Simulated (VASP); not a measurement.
# Ga16HN16 (a cell with a defect) (H_i (largest void)) in VASP: further runs, part 2 of 2

VASP 6.6.1. Earlier steps stand in the parts before.

## Step 3: Single point, PBE

INCAR reads:

```
PREC     = Accurate       # precision mode
ENCUT    = 520            # plane-wave cutoff, eV
EDIFF    = 1E-6           # SCF threshold, eV
ISMEAR   = 0              # smearing method
SIGMA    = 0.01           # smearing width, eV
LREAL    = Auto         
LASPH    = True           # aspherical terms in the spheres
NELM     = 100            # most SCF steps
ALGO     = Normal         # electronic algorithm
ISIF     = 2              # what is computed and relaxed
LWAVE    = False          # write WAVECAR
LCHARG   = False          # write CHGCAR
GGA      = PE             # functional
NELECT   = 288.0        
NBANDS   = 166            # bands
```

KPOINTS reads:

```
Automatic mesh
0
Gamma
  1 1 1
  0.25 0.25 0.25
```

POSCAR reads:

```
Ga16HN16
1.0
    6.4372426900      0.0000000000      0.0000000000
   -3.2186213500      5.5748157000      0.0000000000
    0.0000000000      0.0000000000     10.4870679900
Ga N H
16 16 1
Direct
    0.3333333300      0.1666666700      0.2495684300
    0.1666666700      0.3333333300      0.4995684300
    0.3333333300      0.1666666700      0.7495684300
    0.1666666700      0.3333333300      0.9995684300
    0.3333333300      0.6666666700      0.2495684300
    0.1666666700      0.8333333300      0.4995684300
    0.3333333300      0.6666666700      0.7495684300
    0.1666666700      0.8333333300      0.9995684300
    0.8333333300      0.1666666700      0.2495684300
    0.6666666700      0.3333333300      0.4995684300
    0.8333333300      0.1666666700      0.7495684300
    0.6666666700      0.3333333300      0.9995684300
    0.8333333300      0.6666666700      0.2495684300
    0.6666666700      0.8333333300      0.4995684300
    0.8333333300      0.6666666700      0.7495684300
    0.6666666700      0.8333333300      0.9995684300
    0.3333333300      0.1666666700      0.4379315700
    0.1666666700      0.3333333300      0.1879315700
    0.3333333300      0.1666666700      0.9379315700
    0.1666666700      0.3333333300      0.6879315700
    0.3333333300      0.6666666700      0.4379315700
    0.1666666700      0.8333333300      0.1879315700
    0.3333333300      0.6666666700      0.9379315700
    0.1666666700      0.8333333300      0.6879315700
    0.8333333300      0.1666666700      0.4379315700
    0.6666666700      0.3333333300      0.1879315700
    0.8333333300      0.1666666700      0.9379315700
    0.6666666700      0.3333333300      0.6879315700
    0.8333333300      0.6666666700      0.4379315700
    0.6666666700      0.8333333300      0.1879315700
    0.8333333300      0.6666666700      0.9379315700
    0.6666666700      0.8333333300      0.6879315700
    0.0000000000      0.0000000000      0.0937500000
```

Potentials or basis: VASP PAW PBE potentials, release 64 (Ga_d, N, H).

On the command line:

```sh
> cat potpaw_PBE.64/Ga_d/POTCAR potpaw_PBE.64/N/POTCAR potpaw_PBE.64/H/POTCAR > POTCAR
> mpirun -np 1 vasp_std > vasp.out
```

OUTCAR:

```text
PREC = Accurate
   ENCUT = 520
   EDIFF = 1E-6
   ISMEAR = 0
   LREAL = Auto
   LASPH = True
   NELM = 100
   ISIF = 2
   GGA = PE
   NELECT = 288.0

 ion  position               nearest neighbor table
   1  0.333  0.167  0.250-  18 1.97  26 1.97  22 1.97  17 1.98
   2  0.167  0.333  0.500-  17 1.97  25 1.97  21 1.97  20 1.98
   3  0.333  0.167  0.750-  20 1.97  28 1.97  24 1.97  19 1.98
   4  0.167  0.333  1.000-  19 1.97  27 1.97  23 1.97  18 1.98
   5  0.333  0.667  0.250-  22 1.97  30 1.97  18 1.97  21 1.98
   6  0.167  0.833  0.500-  21 1.97  29 1.97  17 1.97  24 1.98
[... 24 lines left out ...]
  31  0.833  0.667  0.938-  16 1.97   8 1.97  12 1.97  15 1.98
  32  0.667  0.833  0.688-  15 1.97   7 1.97  11 1.97  14 1.98
  33  0.000  0.000  0.094-

  LATTYP: Found a hexagonal cell.
 ALAT       =     6.4372426900
 C/A-ratio  =     1.6291242221

  Lattice vectors:

 A1 = (   6.4372426900,   0.0000000000,   0.0000000000)
 A2 = (  -3.2186213500,   5.5748157000,   0.0000000000)
 A3 = (   0.0000000000,   0.0000000000,  10.4870679900)

Analysis of symmetry for initial positions (statically):
=====================================================================
 Subroutine PRICEL returns:
 Original cell was already a primitive cell.

 Routine SETGRP: Setting up the symmetry group for a
 hexagonal supercell.

 Subroutine GETGRP returns: Found  6 space group operations
 (whereof  6 operations were pure point group operations)
 out of a pool of 24 trial point group operations.

The static configuration has the point symmetry C_3v.

Analysis of symmetry for dynamics (positions and initial velocities):
=====================================================================
 Subroutine PRICEL returns:
 Original cell was already a primitive cell.

[... 167 lines left out ...]
  Fermi-wavevector in a.u.,A,eV,Ry     =   1.497422  2.829717 30.507965  2.242272
  Thomas-Fermi vector in A             =   2.609312
   LORBIT       =      0    0 simple, 1 ext, 2 COOP (PROOUT), +10 PAW based schemes
   GGA     = PE    functional components
   LHFCALC =     F    Hartree Fock is set to
   AEXX    =    0.0000 exact exchange contribution
   IVDW    =     0    specifies the selected vdW correction
   LEPSILON=     F    determine dielectric tensor
   LRPA    =     F    only Hartree local field effects (RPA)
 non-spin polarized calculation
 Gauss-broadening in eV      SIGMA  =   0.01
  energy-cutoff  :      520.00
  volume of cell :      376.34
 maximum number of plane-waves:     10144
 NGX is ok and might be reduce to    48
   NGX = 23   NGY = 23   NGZ = 39

 number of electron     287.9999649 magnetization

 Free energy of the ion-electron system (eV)
  ---------------------------------------------------
  ext. energy  EPLUGINS =         0.00000000
  ---------------------------------------------------
  free energy    TOTEN  =      -204.37912176 eV

  energy without entropy =     -204.37912176  energy(sigma->0) =     -204.37912176

 E-fermi :   4.4983     XC(G=0): -11.5455

 val. band max:        4.4433245732   @ k =   0.2500   0.2500   0.2500
 cond. band min:       5.3235645287   @ k =   0.2500   0.2500   0.2500
 fundamental gap:      0.8802399555
 Fermi energy:         4.4982792906

 k-point     1 :       0.2500    0.2500    0.2500
  band No.  band energies     occupation
      1     -10.6966      2.00000
      2     -10.4553      2.00000
      3     -10.3527      2.00000
      4     -10.1829      2.00000
      5     -10.0542      2.00000
      6     -10.0068      2.00000
[... 148 lines left out ...]
    155      10.8779      0.00000
    156      11.0514      0.00000
 [bands above 156 left out]

------------------------ aborting loop because EDIFF is reached ----------------------------------------

  FORCE on cell =-STRESS in cart. coord.  units (eV):
  Direction    XX          YY          ZZ          XY          YZ          ZX
  --------------------------------------------------------------------------------------
  -------------------------------------------------------------------------------------
  Total      -13.1708812    -13.1708812     -4.7185364      0.0000000     -0.0000000      0.0000000
  in kB      -56.0713398    -56.0713398    -20.0878478      0.0000001     -0.0000000      0.0000000
  external PRESSURE =     -44.0768425 kB  Pullay stress =       0.0000000 kB

 VOLUME and BASIS-vectors are now :
 -----------------------------------------------------------------------------
  energy-cutoff  :      520.00
  volume of cell :      376.34
      direct lattice vectors                 reciprocal lattice vectors
     6.437242690  0.000000000  0.000000000     0.155346015  0.089689064  0.000000000
    -3.218621350  5.574815700  0.000000000     0.000000000  0.179378127  0.000000000
     0.000000000  0.000000000 10.487067990     0.000000000  0.000000000  0.095355537

 POSITION                                       TOTAL-FORCE (eV/Angst)
 -----------------------------------------------------------------------------------
      1.60931      0.92914      2.61724         0.593685      0.342764      0.789810
      0.00000      1.85827      5.23901         0.000000     -0.179450      0.109691
      1.60931      0.92914      7.86078        -0.079679     -0.046003     -0.484436
      0.00000      1.85827     10.48254        -0.000000      0.448584     -0.782794
     -0.00000      3.71654      2.61724         0.000000     -0.000000      0.688708
     -1.60931      4.64568      5.23901        -0.155408      0.089725      0.109691
[... 25 lines left out ...]
      1.60931      4.64568      7.21439        -0.026042     -0.015036      0.195687
      0.00000      0.00000      0.98316         0.000000     -0.000000      0.556178
 -----------------------------------------------------------------------------------
    total drift:                               -0.000004     -0.000007      0.014256

  FREE ENERGIE OF THE ION-ELECTRON SYSTEM (eV)
  ---------------------------------------------------
  free  energy   TOTEN  =      -204.3791217563 eV

  energy  without entropy=     -204.3791217563  energy(sigma->0) =     -204.37912176
```

Run time: 2.3 min. Hardware: 1 thread of Intel Xeon Platinum 8488C (Sapphire Rapids), shared host; peak memory 0.45 GiB.

Results:

| Property | Result |
| --- | --- |
| Free energy | -204.3791 eV |
| Largest force | 1.046 eV/Å |

Forces in eV/Å, atoms in the order of the input:
```
Ga   0.594  0.343  0.790
Ga   0.000 -0.179  0.110
Ga  -0.080 -0.046 -0.484
Ga   0.000  0.449 -0.783
Ga   0.000  0.000  0.689
Ga  -0.155  0.090  0.110
Ga   0.000  0.000 -0.418
Ga   0.388 -0.224 -0.783
Ga  -0.594  0.343  0.790
Ga   0.000  0.000 -0.049
Ga   0.080 -0.046 -0.484
Ga   0.000  0.000  0.051
Ga   0.000 -0.686  0.790
Ga   0.155  0.090  0.110
Ga   0.000  0.092 -0.484
Ga  -0.388 -0.224 -0.783
N   -0.025 -0.014 -0.214
N    0.000 -0.522 -0.181
N    0.065  0.037  0.254
N    0.000  0.030  0.196
N    0.000  0.000 -0.565
N   -0.452  0.261 -0.181
N    0.000  0.000  0.495
N    0.026 -0.015  0.196
N    0.025 -0.014 -0.214
N    0.000  0.000 -0.128
N   -0.065  0.037  0.254
N    0.000  0.000  0.310
N    0.000  0.029 -0.214
N    0.452  0.261 -0.181
N    0.000 -0.075  0.254
N   -0.026 -0.015  0.196
H    0.000  0.000  0.556
```

Caveat: the k points lie up to 1.13 Å⁻¹ apart; the cell carries a net charge on a neutralising background, which shifts energy and pressure; the cell is charged against a uniform background, so pressure and absolute levels hang on convention.

## Step 4: Single point, PBE

INCAR reads:

```
  PREC = Accurate
  ENCUT = 520
  EDIFF = 1E-7
  ISMEAR = 0
  SIGMA = 0.01
  LREAL = Auto
  LASPH = True
  NELM = 80
  ALGO = Normal
  ISIF = 2
  LWAVE = False
  LCHARG = True
  GGA = PE
  LELF = True
  LVHAR = True
  NBANDS = 166
  NELECT = 290.0
```

KPOINTS is that of step 3.

POSCAR reads:

```
Ga16HN16
1.0
    6.4372426918      0.0000000000      0.0000000000
   -3.2186213459      5.5748157015      0.0000000000
    0.0000000000      0.0000000000     10.4870679887
Ga N H
16 16 1
Direct
    0.3333333333      0.1666666667      0.2495684300
    0.1666666667      0.3333333333      0.4995684300
    0.3333333333      0.1666666667      0.7495684300
    0.1666666667      0.3333333333      0.9995684300
    0.3333333333      0.6666666667      0.2495684300
    0.1666666667      0.8333333333      0.4995684300
    0.3333333333      0.6666666667      0.7495684300
    0.1666666667      0.8333333333      0.9995684300
    0.8333333333      0.1666666667      0.2495684300
    0.6666666667      0.3333333333      0.4995684300
    0.8333333333      0.1666666667      0.7495684300
    0.6666666667      0.3333333333      0.9995684300
    0.8333333333      0.6666666667      0.2495684300
    0.6666666667      0.8333333333      0.4995684300
    0.8333333333      0.6666666667      0.7495684300
    0.6666666667      0.8333333333      0.9995684300
    0.3333333333      0.1666666667      0.4379315700
    0.1666666667      0.3333333333      0.1879315700
    0.3333333333      0.1666666667      0.9379315700
    0.1666666667      0.3333333333      0.6879315700
    0.3333333333      0.6666666667      0.4379315700
    0.1666666667      0.8333333333      0.1879315700
    0.3333333333      0.6666666667      0.9379315700
    0.1666666667      0.8333333333      0.6879315700
    0.8333333333      0.1666666667      0.4379315700
    0.6666666667      0.3333333333      0.1879315700
    0.8333333333      0.1666666667      0.9379315700
    0.6666666667      0.3333333333      0.6879315700
    0.8333333333      0.6666666667      0.4379315700
    0.6666666667      0.8333333333      0.1879315700
    0.8333333333      0.6666666667      0.9379315700
    0.6666666667      0.8333333333      0.6879315700
    0.0000000000      0.0000000000      0.0937500000
```

On the command line:

```sh
> cat potpaw_PBE.64/Ga_d/POTCAR potpaw_PBE.64/N/POTCAR potpaw_PBE.64/H/POTCAR > POTCAR
> mpirun -np 1 vasp_std > vasp.out
```

Wall time 2.7 min (1 thread of Intel Xeon Platinum 8488C (Sapphire Rapids), shared host); peak memory 0.45 GiB.

It converged, with:

```
Free energy   : -191.4266 eV
Largest force : 2.086 eV/Å
```

Forces in eV/Å, atoms in the order of the input:
```
Ga  -0.445 -0.257 -0.786
Ga   0.000  0.160 -0.164
Ga   0.169  0.098  0.547
Ga   0.000 -1.871  0.665
Ga   0.000  0.000 -0.216
Ga   0.139 -0.080 -0.164
Ga   0.000  0.000  0.228
Ga  -1.620  0.935  0.665
Ga   0.445 -0.257 -0.786
Ga   0.000  0.000  0.054
Ga  -0.169  0.098  0.547
Ga   0.000  0.000 -0.589
Ga   0.000  0.513 -0.786
Ga  -0.139 -0.080 -0.164
Ga   0.000 -0.195  0.547
Ga   1.620  0.935  0.665
N   -0.003 -0.002  0.231
N    0.000  1.565  1.378
N    0.837  0.483 -1.062
N    0.000 -0.012 -0.141
N    0.000  0.000  0.732
N    1.355 -0.783  1.378
N    0.000  0.000 -0.246
N   -0.011  0.006 -0.141
N    0.003 -0.002  0.231
N    0.000  0.000  0.306
N   -0.837  0.483 -1.062
N    0.000  0.000 -0.574
N    0.000  0.004  0.231
N   -1.355 -0.783  1.378
N    0.000 -0.966 -1.062
N    0.011  0.006 -0.141
H    0.000  0.000 -1.703
```

Levels at points of the mesh, in eV from the Fermi level:
```tsv
k point	band 141	band 142	band 143	band 144	band 145	band 146	band 147	band 148	band 149	band 150
(0.25, 0.25, 0.25)	-3.89	-3.85	-3.43	-3.41	-0.08	1.06	1.82	1.88	1.95	2.07
```

Caveat: the k points lie up to 1.13 Å⁻¹ apart; the cell carries a net charge on a neutralising background, which shifts energy and pressure; the cell is charged against a uniform background, so pressure and absolute levels hang on convention.

## Step 5: Single point, PBE

INCAR reads:

```
SYSTEM = Ga16HN16
PREC = Accurate ; ENCUT = 520
EDIFF = 1E-6 ; ISMEAR = 0
SIGMA = 0.01 ; LREAL = Auto
LASPH = .TRUE. ; NELM = 80
ALGO = Normal ; ISIF = 2
LWAVE = .FALSE. ; LCHARG = .FALSE.
GGA = PE ; NELECT = 288.0
NBANDS = 166
```

KPOINTS is that of step 4.

POSCAR is that of step 4.

Potentials or basis: VASP PAW PBE potentials, release 64 (Ga_d, N, H).

On the command line:

```sh
> cat potpaw_PBE.64/Ga_d/POTCAR potpaw_PBE.64/N/POTCAR potpaw_PBE.64/H/POTCAR > POTCAR
> mpirun -np 1 vasp_std > vasp.out
```

OUTCAR:

```text
SYSTEM = Ga16HN16
   PREC = Accurate
   ENCUT = 520
   EDIFF = 1E-6
   ISMEAR = 0
   LREAL = Auto
   LASPH = .TRUE.
   NELM = 80
   ISIF = 2
   GGA = PE
   NELECT = 288.0

 ion  position               nearest neighbor table
   1  0.333  0.167  0.250-  18 1.97  26 1.97  22 1.97  17 1.98
   2  0.167  0.333  0.500-  17 1.97  25 1.97  21 1.97  20 1.98
   3  0.333  0.167  0.750-  20 1.97  28 1.97  24 1.97  19 1.98
   4  0.167  0.333  1.000-  19 1.97  27 1.97  23 1.97  18 1.98
   5  0.333  0.667  0.250-  22 1.97  30 1.97  18 1.97  21 1.98
   6  0.167  0.833  0.500-  21 1.97  29 1.97  17 1.97  24 1.98
[... 24 lines left out ...]
  31  0.833  0.667  0.938-  16 1.97   8 1.97  12 1.97  15 1.98
  32  0.667  0.833  0.688-  15 1.97   7 1.97  11 1.97  14 1.98
  33  0.000  0.000  0.094-

  LATTYP: Found a hexagonal cell.
 ALAT       =     6.4372426918
 C/A-ratio  =     1.6291242215

  Lattice vectors:

 A1 = (   6.4372426918,   0.0000000000,   0.0000000000)
 A2 = (  -3.2186213459,   5.5748157015,   0.0000000000)
 A3 = (   0.0000000000,   0.0000000000,  10.4870679887)

Analysis of symmetry for initial positions (statically):
[... 220 lines left out ...]
  band No.  band energies     occupation
      1     -10.6966      2.00000
      2     -10.4553      2.00000
      3     -10.3527      2.00000
      4     -10.1829      2.00000
      5     -10.0542      2.00000
      6     -10.0068      2.00000
[... 148 lines left out ...]
    155      10.8779      0.00000
    156      11.0514      0.00000
 [bands above 156 left out]

------------------------ aborting loop because EDIFF is reached ----------------------------------------

  FORCE on cell =-STRESS in cart. coord.  units (eV):
  Direction    XX          YY          ZZ          XY          YZ          ZX
  --------------------------------------------------------------------------------------
  -------------------------------------------------------------------------------------
  Total      -13.1708848    -13.1708848     -4.7185390      0.0000000      0.0000000     -0.0000000
  in kB      -56.0713550    -56.0713550    -20.0878588      0.0000000      0.0000000     -0.0000000
  external PRESSURE =     -44.0768563 kB  Pullay stress =       0.0000000 kB

 VOLUME and BASIS-vectors are now :
 -----------------------------------------------------------------------------
  energy-cutoff  :      520.00
  volume of cell :      376.34
      direct lattice vectors                 reciprocal lattice vectors
     6.437242692  0.000000000  0.000000000     0.155346015  0.089689064  0.000000000
    -3.218621346  5.574815702  0.000000000     0.000000000  0.179378127  0.000000000
     0.000000000  0.000000000 10.487067989     0.000000000  0.000000000  0.095355537

 POSITION                                       TOTAL-FORCE (eV/Angst)
 -----------------------------------------------------------------------------------
      1.60931      0.92914      2.61724         0.593684      0.342764      0.789810
      0.00000      1.85827      5.23901         0.000000     -0.179450      0.109691
      1.60931      0.92914      7.86078        -0.079679     -0.046003     -0.484436
      0.00000      1.85827     10.48254         0.000000      0.448583     -0.782794
     -0.00000      3.71654      2.61724         0.000000     -0.000000      0.688708
     -1.60931      4.64568      5.23901        -0.155408      0.089725      0.109691
[... 25 lines left out ...]
      1.60931      4.64568      7.21439        -0.026042     -0.015036      0.195687
      0.00000      0.00000      0.98316         0.000000     -0.000000      0.556178
 -----------------------------------------------------------------------------------
    total drift:                               -0.000005     -0.000007      0.014256

  FREE ENERGIE OF THE ION-ELECTRON SYSTEM (eV)
  ---------------------------------------------------
  free  energy   TOTEN  =      -204.3791219343 eV

  energy  without entropy=     -204.3791219343  energy(sigma->0) =     -204.37912193
```

It took 2.5 min on 1 thread of Intel Xeon Platinum 8488C (Sapphire Rapids), shared host; peak memory 0.45 GiB.

What came out:

```
Free energy   : -204.3791 eV
Largest force : 1.046 eV/Å
```

Forces in eV/Å, atoms in the order of the input:
```
Ga   0.594  0.343  0.790
Ga   0.000 -0.179  0.110
Ga  -0.080 -0.046 -0.484
Ga   0.000  0.449 -0.783
Ga   0.000  0.000  0.689
Ga  -0.155  0.090  0.110
Ga   0.000  0.000 -0.418
Ga   0.388 -0.224 -0.783
Ga  -0.594  0.343  0.790
Ga   0.000  0.000 -0.049
Ga   0.080 -0.046 -0.484
Ga   0.000  0.000  0.051
Ga   0.000 -0.686  0.790
Ga   0.155  0.090  0.110
Ga   0.000  0.092 -0.484
Ga  -0.388 -0.224 -0.783
N   -0.025 -0.014 -0.214
N    0.000 -0.522 -0.181
N    0.065  0.037  0.254
N    0.000  0.030  0.196
N    0.000  0.000 -0.565
N   -0.452  0.261 -0.181
N    0.000  0.000  0.495
N    0.026 -0.015  0.196
N    0.025 -0.014 -0.214
N    0.000  0.000 -0.128
N   -0.065  0.037  0.254
N    0.000  0.000  0.310
N    0.000  0.029 -0.214
N    0.452  0.261 -0.181
N    0.000 -0.075  0.254
N   -0.026 -0.015  0.196
H    0.000  0.000  0.556
```

Levels at points of the mesh, in eV from the Fermi level:
```tsv
k point	band 141	band 142	band 143	band 144	band 145	band 146	band 147	band 148
(0.25, 0.25, 0.25)	-0.54	-0.51	-0.06	-0.05	0.83	4.52	5.23	5.32
```

Caveat: the k points lie up to 1.13 Å⁻¹ apart; the cell carries a net charge on a neutralising background, which shifts energy and pressure; the cell is charged against a uniform background, so pressure and absolute levels hang on convention.
